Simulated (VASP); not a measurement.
# CsAg (F-43m) in VASP: settings compared, part 2 of 2

VASP 6.6.1. The steps go on from the part before.

## (4) Single point, PBE

This run uses another cell than the first one, of 79.56 Å³/atom, 1.026 times its volume.

INCAR

```
ALGO     = Normal         # electronic algorithm
EDIFF    = 1E-6           # SCF threshold, eV
ENCUT    = 520            # plane-wave cutoff, eV
GGA      = PE             # functional
ISIF     = 2              # what is computed and relaxed
ISMEAR   = 0              # smearing method
LASPH    = T              # aspherical terms in the spheres
LCHARG   = F              # write CHGCAR
LREAL    = F              # projectors in reciprocal space
LWAVE    = F              # write WAVECAR
NBANDS   = 17             # bands
NELM     = 100            # most SCF steps
PREC     = Accurate       # precision mode
SIGMA    = 0.02           # smearing width, eV
```

KPOINTS

```
k-points
0
Gamma
  6 6 6
```

POSCAR

```
CsAg
1.0
    0.0000000000      4.3009895954      4.3009895954
    4.3009895954      0.0000000000      4.3009895954
    4.3009895954      4.3009895954      0.0000000000
Cs Ag
1 1
Direct
    0.0000000000      0.0000000000      0.0000000000
    0.2500000000      0.2500000000      0.2500000000
```

Potentials or basis: VASP PAW PBE potentials, release 64 (Cs_sv, Ag).

On the command line:

```sh
cat potpaw_PBE.64/Cs_sv/POTCAR potpaw_PBE.64/Ag/POTCAR > POTCAR
mpirun -np 1 vasp_std > vasp.out
```

OUTCAR:

```text
EDIFF = 1E-6
   ENCUT = 520
   GGA = PE
   ISIF = 2
   ISMEAR = 0
   LASPH = T
   LREAL = F
   NELM = 100
   PREC = Accurate

 ion  position               nearest neighbor table
   1  0.000  0.000  0.000-
   2  0.250  0.250  0.250-

  LATTYP: Found a face centered cubic cell.
 ALAT       =     8.6019791908

  Lattice vectors:

 A1 = (   0.0000000000,   4.3009895954,   4.3009895954)
 A2 = (   4.3009895954,   0.0000000000,   4.3009895954)
 A3 = (   4.3009895954,   4.3009895954,   0.0000000000)

Analysis of symmetry for initial positions (statically):
=====================================================================
 Subroutine PRICEL returns:
 Original cell was already a primitive cell.

 Routine SETGRP: Setting up the symmetry group for a
 face centered cubic supercell.

 Subroutine GETGRP returns: Found 24 space group operations
 (whereof 24 operations were pure point group operations)
 out of a pool of 48 trial point group operations.

The static configuration has the point symmetry T_d .

Analysis of symmetry for dynamics (positions and initial velocities):
=====================================================================
 Subroutine PRICEL returns:
 Original cell was already a primitive cell.

 Routine SETGRP: Setting up the symmetry group for a
 face centered cubic supercell.

 Subroutine GETGRP returns: Found 24 space group operations
 (whereof 24 operations were pure point group operations)
 out of a pool of 48 trial point group operations.

The dynamic configuration has the point symmetry T_d .

 Subroutine INISYM returns: Found 24 space group operations
 (whereof 24 operations are pure point group operations),
 and found     1 'primitive' translations

[... 101 lines left out ...]
   EFERMI_NEDOS =   21; number of points for ismear=-14 and -15
   IALGO  =     38    algorithm
   IMIX   =      4    mixing-type and parameters
     AMIX     =   0.40;   BMIX     =  1.00
     AMIX_MAG =   1.60;   BMIX_MAG =  1.00
  volume/ion in A,a.u.               =      79.56       536.91
  Fermi-wavevector in a.u.,A,eV,Ry     =   0.820049  1.549668  9.149649  0.672480
  Thomas-Fermi vector in A             =   1.930962
   LORBIT       =      0    0 simple, 1 ext, 2 COOP (PROOUT), +10 PAW based schemes
   GGA     = PE    functional components
   LHFCALC =     F    Hartree Fock is set to
   AEXX    =    0.0000 exact exchange contribution
   IVDW    =     0    specifies the selected vdW correction
   LEPSILON=     F    determine dielectric tensor
   LRPA    =     F    only Hartree local field effects (RPA)
 non-spin polarized calculation
 Gauss-broadening in eV      SIGMA  =   0.02
  energy-cutoff  :      520.00
  volume of cell :      159.12
 maximum number of plane-waves:      4314
 NGX is ok and might be reduce to    48
   NGX = 23   NGY = 23   NGZ = 23

 number of electron      19.9999998 magnetization

 Free energy of the ion-electron system (eV)
  ---------------------------------------------------
  ext. energy  EPLUGINS =         0.00000000
  ---------------------------------------------------
  free energy    TOTEN  =        -3.20764253 eV

  energy without entropy =       -3.20764253  energy(sigma->0) =       -3.20764253

 E-fermi :  -0.7116     XC(G=0):  -5.4334

 val. band max:       -0.8454215223   @ k =   0.5000   0.5000   0.0000
 cond. band min:       0.9804051686   @ k =   0.5000   0.5000   0.0000
 fundamental gap:      1.8258266909
 Fermi energy:        -0.7116387842

 k-point     1 :       0.0000    0.0000    0.0000
  band No.  band energies     occupation
      1     -22.8440      2.00000
      2      -9.6568      2.00000
      3      -9.6568      2.00000
      4      -9.6568      2.00000
      5      -3.4449      2.00000
      6      -3.4449      2.00000
[... 297 lines left out ...]
      4      -9.6720      2.00000
      5      -3.4603      2.00000
      6      -3.4554      2.00000
[... 9 lines left out ...]
     16       4.6359      0.00000
     17       4.8287      0.00000

------------------------ aborting loop because EDIFF is reached ----------------------------------------

  FORCE on cell =-STRESS in cart. coord.  units (eV):
  Direction    XX          YY          ZZ          XY          YZ          ZX
  --------------------------------------------------------------------------------------
  -------------------------------------------------------------------------------------
  Total        0.0004074      0.0004074      0.0004074      0.0000000      0.0000000      0.0000000
  in kB        0.0041023      0.0041023      0.0041023      0.0000000      0.0000000      0.0000000
  external PRESSURE =       0.0041023 kB  Pullay stress =       0.0000000 kB

 VOLUME and BASIS-vectors are now :
 -----------------------------------------------------------------------------
  energy-cutoff  :      520.00
  volume of cell :      159.12
      direct lattice vectors                 reciprocal lattice vectors
     0.000000000  4.300989595  4.300989595    -0.116252316  0.116252316  0.116252316
     4.300989595  0.000000000  4.300989595     0.116252316 -0.116252316  0.116252316
     4.300989595  4.300989595  0.000000000     0.116252316  0.116252316 -0.116252316

 POSITION                                       TOTAL-FORCE (eV/Angst)
 -----------------------------------------------------------------------------------
      0.00000      0.00000      0.00000        -0.000000     -0.000000     -0.000000
      2.15049      2.15049      2.15049         0.000000      0.000000      0.000000
 -----------------------------------------------------------------------------------
    total drift:                               -0.000000     -0.000000     -0.000000

  FREE ENERGIE OF THE ION-ELECTRON SYSTEM (eV)
  ---------------------------------------------------
  free  energy   TOTEN  =        -3.2076425281 eV

  energy  without entropy=       -3.2076425281  energy(sigma->0) =       -3.20764253
```

OSZICAR:

```text
N       E                     dE             d eps       ncg     rms          rms(c)
DAV:   1     0.110126264347E+03    0.11013E+03   -0.74537E+03   544   0.928E+02
DAV:   2     0.450495073688E+01   -0.10562E+03   -0.10013E+03   746   0.168E+02
DAV:   3    -0.317579480518E+01   -0.76807E+01   -0.76547E+01   638   0.462E+01
DAV:   4    -0.325940876105E+01   -0.83614E-01   -0.83588E-01   687   0.512E+00
DAV:   5    -0.326015466764E+01   -0.74591E-03   -0.74582E-03   700   0.507E-01    0.146E+00
DAV:   6    -0.320807109769E+01    0.52084E-01   -0.31752E-02   672   0.930E-01    0.900E-01
DAV:   7    -0.319465464995E+01    0.13416E-01   -0.10481E-01   711   0.181E+00    0.361E-01
DAV:   8    -0.320440901041E+01   -0.97544E-02   -0.97636E-03   562   0.385E-01    0.555E-02
DAV:   9    -0.320690333441E+01   -0.24943E-02   -0.20795E-03   576   0.181E-01    0.397E-02
DAV:  10    -0.320758884342E+01   -0.68551E-03   -0.82456E-04   578   0.102E-01    0.908E-03
DAV:  11    -0.320762978115E+01   -0.40938E-04   -0.50167E-05   657   0.258E-02    0.536E-03
DAV:  12    -0.320764246876E+01   -0.12688E-04   -0.22677E-05   561   0.196E-02    0.144E-03
DAV:  13    -0.320764252813E+01   -0.59368E-07   -0.67410E-07   616   0.318E-03
   1 F= -.32076425E+01 E0= -.32076425E+01  d E =-.779755E-23
```

Run time: 24 s. Hardware: 1 thread of Intel Xeon 6975P-C (Granite Rapids), shared host; peak memory 0.32 GiB.

What came out:

- Free energy: -3.2076 eV
- Pressure: 0.0 GPa
- Band gap on the k mesh: 1.83 eV, direct

Levels at points of the mesh, in eV from the valence-band top:
| k point | band 8 | band 9 | band 10 | band 11 | band 12 | band 13 |
| --- | --- | --- | --- | --- | --- | --- |
| (0.00, 0.00, 0.00) | -2.57 | -2.57 | -1.05 | 3.20 | 3.20 | 3.20 |
| (0.50, 0.00, 0.00) | -2.58 | -2.58 | -0.29 | 1.99 | 3.36 | 3.36 |
| (0.50, 0.50, 0.00) | -2.59 | -2.58 | 0.00 | 1.83 | 3.48 | 3.85 |

Caveat: spin-orbit coupling is left out, which moves the levels of the heavy elements. A k mesh can miss the band edges.

## (5) Single point, PBE+U

This run uses another cell than the first one, of 79.56 Å³/atom, 1.026 times its volume.

INCAR

```
  PREC = Accurate
  ENCUT = 520
  EDIFF = 1E-6
  ISMEAR = 1
  SIGMA = 0.02
  LREAL = F
  LASPH = T
  NELM = 150
  ALGO = Normal
  ISIF = 2
  LWAVE = F
  LCHARG = T
  LMAXMIX = 4
  LDAU = T
  LDAUTYPE = 2
  LDAUL = -1 2
  LDAUU = 0 4
  LDAUJ = 0 0
  LDAUPRINT = 1
  GGA = PE
  LELF = T
  LVHAR = T
  NBANDS = 17
```

KPOINTS

```
Automatic mesh
0
Gamma
  6 6 6
```

POSCAR is that of step 4.

Potentials or basis: VASP PAW PBE potentials, release 64 (Cs_sv, Ag).

On the command line:

```sh
cat potpaw_PBE.64/Cs_sv/POTCAR potpaw_PBE.64/Ag/POTCAR > POTCAR
mpirun -np 1 vasp_std > vasp.out
```

OUTCAR:

```text
PREC = Accurate
   ENCUT = 520
   EDIFF = 1E-6
   ISMEAR = 1
   LREAL = F
   LASPH = T
   NELM = 150
   ISIF = 2
   GGA = PE

 ion  position               nearest neighbor table
   1  0.000  0.000  0.000-
   2  0.250  0.250  0.250-

  LATTYP: Found a face centered cubic cell.
 ALAT       =     8.6019791908

  Lattice vectors:

 A1 = (   0.0000000000,   4.3009895954,   4.3009895954)
 A2 = (   4.3009895954,   0.0000000000,   4.3009895954)
 A3 = (   4.3009895954,   4.3009895954,   0.0000000000)

Analysis of symmetry for initial positions (statically):
=====================================================================
 Subroutine PRICEL returns:
 Original cell was already a primitive cell.

 Routine SETGRP: Setting up the symmetry group for a
 face centered cubic supercell.

 Subroutine GETGRP returns: Found 24 space group operations
 (whereof 24 operations were pure point group operations)
 out of a pool of 48 trial point group operations.

The static configuration has the point symmetry T_d .

Analysis of symmetry for dynamics (positions and initial velocities):
=====================================================================
 Subroutine PRICEL returns:
 Original cell was already a primitive cell.

 Routine SETGRP: Setting up the symmetry group for a
 face centered cubic supercell.
[... 163 lines left out ...]
  o =  0.9416  v =  0.0000 -0.0000  0.1288  0.0000  0.9917  0.0000  0.0000  0.0000  0.0000  0.0000      0.0000  0.0000  0.0000  0.0000  0.0000  0.0000  0.0000  0.0000  0.0000  0.0000
  o =  0.9416  v =  0.0000  0.0000  0.0000  0.0000  0.0000  0.0000 -0.0000  0.1288  0.0000  0.9917      0.0000  0.0000  0.0000  0.0000  0.0000  0.0000  0.0000  0.0000  0.0000  0.0000
  o =  0.9421  v =  0.0000  0.5100  0.0000 -0.8602  0.0000  0.0000  0.0000  0.0000  0.0000  0.0000      0.0000  0.0000  0.0000  0.0000  0.0000  0.0000  0.0000  0.0000  0.0000  0.0000
  o =  0.9421  v =  0.0000  0.0000  0.0000  0.0000  0.0000  1.0000  0.0000  0.0000  0.0000  0.0000      0.0000  0.0000  0.0000  0.0000  0.0000  0.0000  0.0000  0.0000  0.0000  0.0000
  o =  0.9421  v =  0.0000  0.0000  0.0000  0.0000  0.0000  0.0000  0.5100  0.0000 -0.8602  0.0000      0.0000  0.0000  0.0000  0.0000  0.0000  0.0000  0.0000  0.0000  0.0000  0.0000
  o =  0.9421  v =  1.0000  0.0000  0.0000  0.0000  0.0000  0.0000  0.0000  0.0000  0.0000  0.0000      0.0000  0.0000  0.0000  0.0000  0.0000  0.0000  0.0000  0.0000  0.0000  0.0000
  o =  0.9421  v =  0.0000  0.8602 -0.0000  0.5100  0.0000  0.0000  0.0000  0.0000  0.0000  0.0000      0.0000  0.0000  0.0000  0.0000  0.0000  0.0000  0.0000  0.0000  0.0000  0.0000
  o =  0.9421  v =  0.0000  0.0000  0.0000  0.0000  0.0000  0.0000  0.8602 -0.0000  0.5100  0.0000      0.0000  0.0000  0.0000  0.0000  0.0000  0.0000  0.0000  0.0000  0.0000  0.0000

 number of electron      19.9999998 magnetization

 Free energy of the ion-electron system (eV)
  ---------------------------------------------------
  ext. energy  EPLUGINS =         0.00000000
  ---------------------------------------------------
  free energy    TOTEN  =        -1.96196269 eV

  energy without entropy =       -1.96204540  energy(sigma->0) =       -1.96199026

 E-fermi :  -0.6796     XC(G=0):  -5.4275

 val. band max:       -0.6936233061   @ k =   0.5000   0.5000   0.0000
 cond. band min:       0.9936551207   @ k =   0.5000   0.5000   0.0000
 fundamental gap:      1.6872784268
 Fermi energy:        -0.6795951105

 k-point     1 :       0.0000    0.0000    0.0000
  band No.  band energies     occupation
      1     -22.8836      2.00000
      2      -9.6984      2.00000
      3      -9.6984      2.00000
      4      -9.6984      2.00000
      5      -4.6528      2.00000
      6      -4.6528      2.00000
[... 297 lines left out ...]
      4      -9.7115      2.00000
      5      -4.6670      2.00000
      6      -4.6615      2.00000
[... 9 lines left out ...]
     16       4.6010      0.00000
     17       4.7798      0.00000

------------------------ aborting loop because EDIFF is reached ----------------------------------------

  FORCE on cell =-STRESS in cart. coord.  units (eV):
  Direction    XX          YY          ZZ          XY          YZ          ZX
  --------------------------------------------------------------------------------------
  -------------------------------------------------------------------------------------
  Total        0.0610412      0.0610412      0.0610412      0.0000000      0.0000000     -0.0000000
  in kB        0.6146080      0.6146080      0.6146080      0.0000000      0.0000000     -0.0000000
  external PRESSURE =       0.6146080 kB  Pullay stress =       0.0000000 kB

 VOLUME and BASIS-vectors are now :
 -----------------------------------------------------------------------------
  energy-cutoff  :      520.00
  volume of cell :      159.12
      direct lattice vectors                 reciprocal lattice vectors
     0.000000000  4.300989595  4.300989595    -0.116252316  0.116252316  0.116252316
     4.300989595  0.000000000  4.300989595     0.116252316 -0.116252316  0.116252316
     4.300989595  4.300989595  0.000000000     0.116252316  0.116252316 -0.116252316

 POSITION                                       TOTAL-FORCE (eV/Angst)
 -----------------------------------------------------------------------------------
      0.00000      0.00000      0.00000        -0.000000     -0.000000     -0.000000
      2.15049      2.15049      2.15049         0.000000      0.000000      0.000000
 -----------------------------------------------------------------------------------
    total drift:                               -0.000000     -0.000000     -0.000000

  FREE ENERGIE OF THE ION-ELECTRON SYSTEM (eV)
  ---------------------------------------------------
  free  energy   TOTEN  =        -1.9619626852 eV

  energy  without entropy=       -1.9620454040  energy(sigma->0) =       -1.96199026
```

Wall time 27 s (1 thread of Intel Xeon 6975P-C (Granite Rapids), shared host); peak memory 0.32 GiB.

Results:

* Free energy: -1.9620 eV
* Pressure: 0.1 GPa
* Band gap on the k mesh: 1.69 eV, direct

Eigenvalues of the final occupation matrices:
```
    site  spin  trace               eigenvalues
site 2 d     1   4.71  0.94 0.94 0.94 0.94 0.94
site 2 d     2   4.71  0.94 0.94 0.94 0.94 0.94
```

Caveat: spin-orbit coupling is left out, which moves the levels of the heavy elements; the U is typed as a test and isn't derived for this compound.

## (6) Relaxation of cell and atoms, PBE

INCAR

```
SYSTEM = CsAg
ALGO = Normal
EDIFF = 1E-6
EDIFFG = -0.01
ENCUT = 600
GGA = PE
IBRION = 2
ISIF = 3
ISMEAR = 0
LASPH = .True.
LCHARG = .False.
LREAL = .False.
LWAVE = .False.
NELM = 100
NSW = 100
PREC = Accurate
SIGMA = 0.02
```

KPOINTS

```
k-points
0
Gamma
  6 6 6
  0 0 0
```

POSCAR

```
CsAg
1.0
    0.0000000000      4.2643422285      4.2643422285
    4.2643422285      0.0000000000      4.2643422285
    4.2643422285      4.2643422285      0.0000000000
Cs Ag
1 1
Direct
    0.0000000000      0.0000000000      0.0000000000
    0.2500000000      0.2500000000      0.2500000000
```

Potentials or basis: VASP PAW PBE potentials, release 64 (Cs_sv, Ag).

On the command line:

```sh
cat potpaw_PBE.64/Cs_sv/POTCAR potpaw_PBE.64/Ag/POTCAR > POTCAR
mpirun -np 1 vasp_std > vasp.out
```

It took 53 s on 1 thread of Intel Xeon 6975P-C (Granite Rapids), shared host; peak memory 0.36 GiB.

The run converged. Its results:

| Quantity | Value |
| --- | --- |
| Free energy | -3.2071 eV |
| Relaxed volume | 79.76 Å³/atom |
| Relaxed cell | a = 6.088 Å, b = 6.088 Å, c = 6.088 Å, α = 60.00°, β = 60.00°, γ = 60.00° |
| Space group after relaxing (to 0.05 Å) | F-43m (No. 216) |
| Energy gained by relaxing | 0.6 meV/atom |
| Ionic steps | 3 |
| Pressure after relaxing | 0.0 GPa |
| Band gap on the k mesh | 1.83 eV, direct |

Step by step:
```tsv
step	energy change (eV)	largest force (eV/Å)	pressure (GPa)	volume (Å³)
1	0.0000	0.0000	0.10	155.09
2	-0.0006	0.0000	0.08	156.19
3	-0.0013	0.0000	-0.01	159.52
```

Final structure:
```
Cs Ag
1.0
     0.00000    4.30455    4.30455
     4.30455    0.00000    4.30455
     4.30455    4.30455    0.00000
Cs Ag
1 1
Cartesian
  0.0000 0.0000 0.0000
  2.1523 2.1523 2.1523
```

Levels at points of the mesh, in eV from the valence-band top:
```
           k point  band 6  band 7  band 8  band 9  band 10  band 11  band 12  band 13  band 14
(0.00, 0.00, 0.00)   -2.60   -2.57   -2.57   -2.57    -1.05     3.20     3.20     3.20     4.69
(0.50, 0.00, 0.00)   -2.59   -2.59   -2.58   -2.58    -0.29     1.99     3.36     3.36     5.09
(0.50, 0.50, 0.00)   -2.60   -2.59   -2.59   -2.58     0.00     1.83     3.47     3.85     3.85
```

Caveat: spin-orbit coupling is left out, which moves the levels of the heavy elements. A k mesh can miss the band edges.

## (7) Overview

| task | level | U | cell | k mesh | cutoff (eV) | smearing | gap on the mesh (eV) | pressure (GPa) | relaxed volume (Å³/atom) |
| --- | --- | --- | --- | --- | --- | --- | --- | --- | --- |
| single point | PBE | - | a = 6.031 Å, angles 60.0°, 2 atoms | 4 × 4 × 4 | 520 | gaussian 0.1 eV | 1.81 | 0.1 | - |
| relaxation of cell and atoms | PBE | - | relaxed from a = 4.683 Å, angles 60.0°, 2 atoms | 4 × 4 × 4 | 600 | gaussian 0.1 eV | 1.81 | 0.0 | 77.39 |
| single point | PBE | - | a = 6.083 Å, angles 60.0°, 2 atoms | 6 × 6 × 6 | 520 | gaussian 0.02 eV | 1.83 | 0.0 | - |
| single point | PBE+U | Ag d U = 4.0 eV | a = 6.083 Å, angles 60.0°, 2 atoms | 6 × 6 × 6 | 520 | methfessel-paxton 0.02 eV | 1.69 | 0.1 | - |
| relaxation of cell and atoms | PBE | - | relaxed from a = 6.031 Å, angles 60.0°, 2 atoms | 6 × 6 × 6 | 600 | gaussian 0.02 eV | 1.83 | 0.0 | 79.76 |

Alike in all rows: potentials or basis VASP PAW PBE potentials, release 64 (Cs_sv, Ag); no spin polarisation.

Caveats: spin-orbit coupling is left out, which moves the levels of the heavy elements; the volume moved by over 15 % at a fixed basis, so the end points are rough (some runs); the U is typed as a test and isn't derived for this compound (some runs).

Total energies depend on the potentials used, so only differences within one code and one set of settings carry meaning.
